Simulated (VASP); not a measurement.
# TiSi2 (Fddd) in VASP: further runs, part 2 of 2

VASP 6.6.1. The steps go on from the part before.

**3. Electric field gradients, PBE (14.10 Å³/atom)**

INCAR

```
SYSTEM = TiSi2
PREC = Accurate ; ENCUT = 520
EDIFF = 1E-8 ; ISMEAR = -1
SIGMA = 0.08 ; LREAL = .False.
LASPH = .True. ; NELM = 100
ALGO = Normal ; ISIF = 2
LWAVE = .False. ; LCHARG = .False.
GGA = PE ; LEFG = .True.
NBANDS = 29
```

KPOINTS

```
regular mesh
0
Gamma
  8 8 8
  0 0 0
```

POSCAR

```
TiSi2
1.0
    0.0000000000      4.1316811636      4.2756579113
    2.3944286297      0.0000000000      4.2756579113
    2.3944286297      4.1316811636      0.0000000000
Ti Si
2 4
Direct
    0.7500000000      0.7500000000      0.7500000000
    0.5000000000      0.5000000000      0.5000000000
    0.0830000000      0.4170000000      0.0830000000
    0.4170000000      0.0830000000      0.4170000000
    0.1670000000      0.8330000000      0.1670000000
    0.8330000000      0.1670000000      0.8330000000
```

Potentials or basis: VASP PAW PBE potentials, release 64 (Ti_sv, Si).

The run is started by

```sh
> cat potpaw_PBE.64/Ti_sv/POTCAR potpaw_PBE.64/Si/POTCAR > POTCAR
> mpirun -np 1 vasp_std > vasp.out
```

OUTCAR:

```text
SYSTEM = TiSi2
   PREC = Accurate
   ENCUT = 520
   EDIFF = 1E-8
   ISMEAR = -1
   LREAL = .False.
   LASPH = .True.
   NELM = 100
   ISIF = 2
   GGA = PE

 ion  position               nearest neighbor table
   1  0.750  0.750  0.750-   6 2.54   5 2.54   6 2.54   5 2.54   3 2.75   4 2.75   4 2.76   4 2.76
                             3 2.76   3 2.76
   2  0.500  0.500  0.500-   3 2.54   4 2.54   3 2.54   4 2.54   5 2.75   6 2.75   5 2.76   5 2.76
                             6 2.76   6 2.76
   3  0.083  0.417  0.083-   2 2.54   2 2.54   5 2.55   5 2.55   1 2.75   4 2.76   4 2.76   4 2.76
                             1 2.76   1 2.76
   4  0.417  0.083  0.417-   2 2.54   2 2.54   6 2.55   6 2.55   1 2.75   3 2.76   3 2.76   3 2.76
                             1 2.76   1 2.76
   5  0.167  0.833  0.167-   1 2.54   1 2.54   3 2.55   3 2.55   2 2.75   6 2.76   6 2.76   6 2.76
                             2 2.76   2 2.76
   6  0.833  0.167  0.833-   1 2.54   1 2.54   4 2.55   4 2.55   2 2.75   5 2.76   5 2.76   5 2.76
                             2 2.76   2 2.76

  LATTYP: Found a face centered orthorhombic cell.
 ALAT       =     4.7888572594
 B/A-ratio  =     1.7255394930
 C/A-ratio  =     1.7856693903

  Lattice vectors:

 A1 = (   0.0000000000,   4.1316811636,   4.2756579113)
 A2 = (   2.3944286297,   0.0000000000,   4.2756579113)
 A3 = (   2.3944286297,   4.1316811636,   0.0000000000)

Analysis of symmetry for initial positions (statically):
=====================================================================
 Subroutine PRICEL returns:
 Original cell was already a primitive cell.

 Routine SETGRP: Setting up the symmetry group for a
 face centered orthorhombic supercell.

 Subroutine GETGRP returns: Found  8 space group operations
 (whereof  4 operations were pure point group operations)
 out of a pool of  8 trial point group operations.

The static configuration has the point symmetry D_2 .
 The point group associated with its full space group is D_2h.

Analysis of symmetry for dynamics (positions and initial velocities):
=====================================================================
 Subroutine PRICEL returns:
 Original cell was already a primitive cell.

 Routine SETGRP: Setting up the symmetry group for a
 face centered orthorhombic supercell.

 Subroutine GETGRP returns: Found  8 space group operations
 (whereof  4 operations were pure point group operations)
 out of a pool of  8 trial point group operations.

The dynamic configuration has the point symmetry D_2 .
 The point group associated with its full space group is D_2h.

 Subroutine INISYM returns: Found  8 space group operations
 (whereof  4 operations are pure point group operations),
 and found     1 'primitive' translations

----------------------------------------------------------------------------------------

                                     Primitive cell

  volume of cell :      84.5983

  direct lattice vectors                    reciprocal lattice vectors
     0.000000000  4.131681164  4.275657911    -0.208818085  0.121016114  0.116941067
     2.394428630  0.000000000  4.275657911     0.208818085 -0.121016114  0.116941067
[... 120 lines left out ...]
   AEXX    =    0.0000 exact exchange contribution
   IVDW    =     0    specifies the selected vdW correction
   LEPSILON=     F    determine dielectric tensor
   LRPA    =     F    only Hartree local field effects (RPA)
 non-spin polarized calculation
  energy-cutoff  :      520.00
  volume of cell :       84.60
 maximum number of plane-waves:      2298
 NGX is ok and might be reduce to    48
   NGX = 23   NGY = 19   NGZ = 17

 number of electron      40.0000001 magnetization

 Free energy of the ion-electron system (eV)
  ---------------------------------------------------
  ext. energy  EPLUGINS =         0.00000000
  ---------------------------------------------------
  free energy    TOTEN  =       -40.71571003 eV

  energy without entropy =      -40.67230641  energy(sigma->0) =      -40.69400822

 E-fermi :  10.1018     XC(G=0): -11.6993

 val. band max:       10.0957729877   @ k =  -0.2500   0.2500   0.1250
 cond. band min:      10.1117184429   @ k =  -0.1250   0.1250   0.1250
 fundamental gap:      0.0159454552
 Fermi energy:        10.1017649398

 k-point     1 :       0.0000    0.0000    0.0000
  band No.  band energies     occupation
      1     -46.1899      2.00000
      2     -46.1624      2.00000
      3     -22.5708      2.00000
      4     -22.5552      2.00000
      5     -22.4814      2.00000
      6     -22.4669      2.00000
[... 757 lines left out ...]
     28      14.0226      0.00000
     29      14.2896      0.00000

 [... further k-points ...]

------------------------ aborting loop because EDIFF is reached ----------------------------------------

  FORCE on cell =-STRESS in cart. coord.  units (eV):
  Direction    XX          YY          ZZ          XY          YZ          ZX
  --------------------------------------------------------------------------------------
  -------------------------------------------------------------------------------------
  Total        0.7615452      0.3405376      0.1403390      0.0000000      0.0000000      0.0000000
  in kB       14.4226354      6.4493216      2.6578304      0.0000000      0.0000000      0.0000000
  external PRESSURE =       7.8432624 kB  Pullay stress =       0.0000000 kB

 VOLUME and BASIS-vectors are now :
 -----------------------------------------------------------------------------
  energy-cutoff  :      520.00
  volume of cell :       84.60
      direct lattice vectors                 reciprocal lattice vectors
     0.000000000  4.131681164  4.275657911    -0.208818085  0.121016114  0.116941067
     2.394428630  0.000000000  4.275657911     0.208818085 -0.121016114  0.116941067
     2.394428630  4.131681164  0.000000000     0.208818085  0.121016114 -0.116941067

 POSITION                                       TOTAL-FORCE (eV/Angst)
 -----------------------------------------------------------------------------------
      3.59164      6.19752      6.41349         0.000000      0.000000     -0.000000
      2.39443      4.13168      4.27566         0.000000      0.000000      0.000000
      1.19721      0.68586      2.13783        -0.000000      0.200041     -0.000000
      1.19721      3.44582      2.13783        -0.000000     -0.200041     -0.000000
      2.39443      1.37998      4.27566        -0.000000     -0.200041      0.000000
      2.39443      6.88338      4.27566        -0.000000      0.200041      0.000000
 -----------------------------------------------------------------------------------
    total drift:                               -0.000000     -0.000000      0.000000

  FREE ENERGIE OF THE ION-ELECTRON SYSTEM (eV)
  ---------------------------------------------------
  free  energy   TOTEN  =       -40.7157100286 eV

  energy  without entropy=      -40.6723064124  energy(sigma->0) =      -40.69400822

 Electric field gradients (V/A^2)
---------------------------------------------------------------------
 ion       V_xx      V_yy      V_zz      V_xy      V_xz      V_yz
---------------------------------------------------------------------
   1      -2.396    10.270    -7.874    -0.002    -0.000     0.001
   2      -2.396    10.270    -7.874    -0.002    -0.000     0.001
   3       1.533    12.598   -14.131    -0.000    27.345     0.000
   4       1.533    12.598   -14.131    -0.000   -27.345    -0.000
   5       1.533    12.598   -14.131    -0.000    27.345     0.000
   6       1.533    12.598   -14.131    -0.000   -27.345    -0.000
---------------------------------------------------------------------

 Electric field gradients after diagonalization (V/A^2)
 (convention: |V_zz| > |V_xx| > |V_yy|)
----------------------------------------------------------------------
 ion       V_xx      V_yy      V_zz     asymmetry (V_yy - V_xx)/ V_zz
----------------------------------------------------------------------
   1      -7.874    -2.396    10.270       0.533
   2      -7.874    -2.396    10.270       0.533
   3      22.146    12.598   -34.744       0.275
   4      22.146    12.598   -34.744       0.275
   5      22.146    12.598   -34.744       0.275
   6      22.146    12.598   -34.744       0.275
----------------------------------------------------------------------

           NMR quadrupolar parameters

 Cq : quadrupolar parameter    Cq=e*Q*V_zz/h
 eta: asymmetry parameters     (V_yy - V_xx)/ V_zz
 Q  : nuclear electric quadrupole moment in mb (millibarn)
----------------------------------------------------------------------
 ion       Cq(MHz)       eta       Q (mb)
----------------------------------------------------------------------
   1       0.025       0.533       1.000
   2       0.025       0.533       1.000
   3      -0.084       0.275       1.000
   4      -0.084       0.275       1.000
   5      -0.084       0.275       1.000
   6      -0.084       0.275       1.000
----------------------------------------------------------------------
```

Wall time 4.5 min (1 thread of Intel Xeon Platinum 8488C (Sapphire Rapids), shared host); peak memory 0.36 GiB.

Results:

```yaml
Free_energy: -40.7157 eV
Pressure: 0.8 GPa
Largest_force: 0.200 eV/Å
Band_gap_on_the_k_mesh: zero (bands 20 and 21 overlap by 1.83 eV)
Largest_electric_field_gradient_by_atom: Ti +10.3; Si -34.7 V/Å²
```

Forces on the atoms (eV/Å):
```
Ti   0.000  0.000  0.000
Ti   0.000  0.000  0.000
Si   0.000  0.200  0.000
Si   0.000 -0.200  0.000
Si   0.000 -0.200  0.000
Si   0.000  0.200  0.000
```

Levels at points of the mesh, in eV from the Fermi level:
| k point | band 16 | band 17 | band 18 | band 19 | band 20 | band 21 | band 22 | band 23 | band 24 | band 25 |
| --- | --- | --- | --- | --- | --- | --- | --- | --- | --- | --- |
| (0.00, 0.00, 0.00) | -2.63 | -2.23 | -1.95 | -1.72 | -1.50 | -0.92 | 1.99 | 3.16 | 3.23 | 3.34 |
| (0.50, 0.00, 0.00) | -2.49 | -1.97 | -1.08 | -0.05 | 0.16 | 1.02 | 1.33 | 1.75 | 2.22 | 2.62 |
| (0.50, 0.50, 0.00) | -2.99 | -1.61 | -1.61 | -1.02 | -1.02 | 0.79 | 0.79 | 3.18 | 3.18 | 3.37 |
| (0.50, 0.00, 0.50) | -2.42 | -2.40 | -2.40 | -0.85 | -0.85 | 1.24 | 1.24 | 3.22 | 3.22 | 3.34 |
| (0.00, 0.50, 0.50) | -1.28 | -1.26 | -1.26 | -0.65 | -0.65 | 0.91 | 0.91 | 2.25 | 2.25 | 3.01 |

Electric field gradients, principal values (V/Å²):
```tsv
atom	least	middle	greatest (by size)
1 Ti	-2.396	-7.874	10.270
2 Ti	-2.396	-7.874	10.270
3 Si	12.598	22.146	-34.744
4 Si	12.598	22.146	-34.744
5 Si	12.598	22.146	-34.744
6 Si	12.598	22.146	-34.744
```

Caveat: without QUAD_EFG the Cq values of the log hold for a quadrupole moment of 1 mb, not for the nuclei.

**4. Electric field gradients, PBE (14.52 Å³/atom)**

This run uses another cell than the first one, of 14.52 Å³/atom.

INCAR

```
PREC = Accurate
ENCUT = 520
EDIFF = 1E-8
ISMEAR = -1
SIGMA = 0.08
LREAL = F
LASPH = T
NELM = 60
ALGO = Normal
ISIF = 2
LWAVE = F
LCHARG = F
GGA = PE
LEFG = T
NBANDS = 29
```

KPOINTS

```
regular mesh
0
Gamma
  8 8 8
```

POSCAR: that of step 3 with these lines changed.

```diff
@@ -2,5 +2,5 @@
 1.0
-    0.0000000000      4.1316811636      4.2756579113
-    2.3944286297      0.0000000000      4.2756579113
-    2.3944286297      4.1316811636      0.0000000000
+    0.0000000000      4.1721904249      4.3175787994
+    2.4179049172      0.0000000000      4.3175787994
+    2.4179049172      4.1721904249      0.0000000000
 Ti Si
```

Potentials or basis: VASP PAW PBE potentials, release 64 (Ti_sv, Si).

The run is started by

```sh
> cat potpaw_PBE.64/Ti_sv/POTCAR potpaw_PBE.64/Si/POTCAR > POTCAR
> mpirun -np 1 vasp_std > vasp.out
```

OUTCAR:

```text
PREC = Accurate
   ENCUT = 520
   EDIFF = 1E-8
   ISMEAR = -1
   LREAL = F
   LASPH = T
   NELM = 60
   ISIF = 2
   GGA = PE

 ion  position               nearest neighbor table
   1  0.750  0.750  0.750-   6 2.57   5 2.57   6 2.57   5 2.57   3 2.78   4 2.78   4 2.79   4 2.79
                             3 2.79   3 2.79
   2  0.500  0.500  0.500-   3 2.57   4 2.57   3 2.57   4 2.57   5 2.78   6 2.78   5 2.79   5 2.79
                             6 2.79   6 2.79
   3  0.083  0.417  0.083-   2 2.57   2 2.57   5 2.57   5 2.57   1 2.78   4 2.79   4 2.79   4 2.79
                             1 2.79   1 2.79
   4  0.417  0.083  0.417-   2 2.57   2 2.57   6 2.57   6 2.57   1 2.78   3 2.79   3 2.79   3 2.79
[... 1021 lines left out ...]
   4       1.747    12.123   -13.870     0.000   -27.383     0.000
   5       1.747    12.123   -13.870    -0.000    27.383     0.000
   6       1.747    12.123   -13.870     0.000   -27.383     0.000
---------------------------------------------------------------------

 Electric field gradients after diagonalization (V/A^2)
 (convention: |V_zz| > |V_xx| > |V_yy|)
----------------------------------------------------------------------
 ion       V_xx      V_yy      V_zz     asymmetry (V_yy - V_xx)/ V_zz
----------------------------------------------------------------------
   1      -7.987    -2.208    10.195       0.567
   2      -7.987    -2.208    10.195       0.567
   3      22.413    12.123   -34.536       0.298
   4      22.413    12.123   -34.536       0.298
   5      22.413    12.123   -34.536       0.298
   6      22.413    12.123   -34.536       0.298
----------------------------------------------------------------------

           NMR quadrupolar parameters

 Cq : quadrupolar parameter    Cq=e*Q*V_zz/h
 eta: asymmetry parameters     (V_yy - V_xx)/ V_zz
 Q  : nuclear electric quadrupole moment in mb (millibarn)
----------------------------------------------------------------------
 ion       Cq(MHz)       eta       Q (mb)
----------------------------------------------------------------------
   1       0.025       0.567       1.000
   2       0.025       0.567       1.000
   3      -0.084       0.298       1.000
   4      -0.084       0.298       1.000
   5      -0.084       0.298       1.000
   6      -0.084       0.298       1.000
----------------------------------------------------------------------
```

OSZICAR:

```text
N       E                     dE             d eps       ncg     rms          rms(c)
DAV:   1     0.384748725427E+03    0.38475E+03   -0.18825E+04  5510   0.146E+03
DAV:   2     0.108318082377E+01   -0.38367E+03   -0.37332E+03  5570   0.426E+02
DAV:   3    -0.408210051339E+02   -0.41904E+02   -0.41035E+02  9235   0.118E+02
DAV:   4    -0.442084652635E+02   -0.33875E+01   -0.33694E+01  7884   0.297E+01
DAV:   5    -0.444163759395E+02   -0.20791E+00   -0.20785E+00  8403   0.622E+00    0.178E+01
DAV:   6    -0.414518819035E+02    0.29645E+01   -0.34821E+01  7834   0.406E+01    0.711E+00
DAV:   7    -0.407855773563E+02    0.66630E+00   -0.71882E+00  7488   0.195E+01    0.493E+00
DAV:   8    -0.407172953662E+02    0.68282E-01   -0.91804E-01  7567   0.734E+00    0.142E+00
DAV:   9    -0.406954836733E+02    0.21812E-01   -0.17676E-01  7574   0.342E+00    0.507E-01
DAV:  10    -0.406966916265E+02   -0.12080E-02   -0.76604E-03  7318   0.642E-01    0.246E-01
DAV:  11    -0.406964309075E+02    0.26072E-03   -0.69561E-03  7921   0.615E-01    0.159E-01
DAV:  12    -0.406962401682E+02    0.19074E-03   -0.13837E-03  7675   0.286E-01    0.156E-02
DAV:  13    -0.406962405243E+02   -0.35612E-06   -0.31075E-05  7166   0.474E-02    0.134E-02
DAV:  14    -0.406962400420E+02    0.48228E-06   -0.23721E-06  7493   0.126E-02    0.372E-03
DAV:  15    -0.406962397555E+02    0.28649E-06   -0.11772E-06  8079   0.728E-03    0.409E-04
DAV:  16    -0.406962397741E+02   -0.18559E-07   -0.33334E-08  6205   0.145E-03    0.393E-04
DAV:  17    -0.406962398213E+02   -0.47204E-07   -0.66641E-09  4447   0.794E-04    0.181E-04
DAV:  18    -0.406962398148E+02    0.65356E-08   -0.12831E-09  4010   0.348E-04
   1 F= -.40696240E+02 E0= -.40673985E+02  d E =-.445097E-01
```

stdout:

```text
POSCAR found type information on POSCAR TiSi
 POSCAR found :  2 types and       6 ions
 scaLAPACK will be used
 LDA part: xc-table for (Slater+PW92), standard interpolation
 POSCAR, INCAR and KPOINTS ok, starting setup
 FFT: planning ... GRIDC
 FFT: planning ... GRID_SOFT
 FFT: planning ... GRID
 WAVECAR not read
 entering main loop
ion   1

ion   2

ion   3

ion   4

ion   5

ion   6
```

Run time: 4.8 min. Hardware: 1 thread of Intel Xeon Platinum 8488C (Sapphire Rapids), shared host; peak memory 0.37 GiB.

What came out:

```yaml
Free_energy: -40.6962 eV
Pressure: -3.2 GPa
Largest_force: 0.190 eV/Å
Band_gap_on_the_k_mesh: zero (bands 20 and 21 overlap by 1.77 eV)
Largest_electric_field_gradient_by_atom: Ti +10.2; Si -34.5 V/Å²
```

Forces in eV/Å, atoms in the order of the input:
```
Ti   0.000  0.000  0.000
Ti   0.000  0.000  0.000
Si   0.000  0.190  0.000
Si   0.000 -0.190  0.000
Si   0.000 -0.190  0.000
Si   0.000  0.190  0.000
```

Electric field gradients, principal values (V/Å²):
```tsv
atom	least	middle	greatest (by size)
1 Ti	-2.208	-7.987	10.195
2 Ti	-2.208	-7.987	10.195
3 Si	12.123	22.413	-34.536
4 Si	12.123	22.413	-34.536
5 Si	12.123	22.413	-34.536
6 Si	12.123	22.413	-34.536
```

Caveat: the cell stands under tension; without QUAD_EFG the Cq values of the log hold for a quadrupole moment of 1 mb, not for the nuclei.
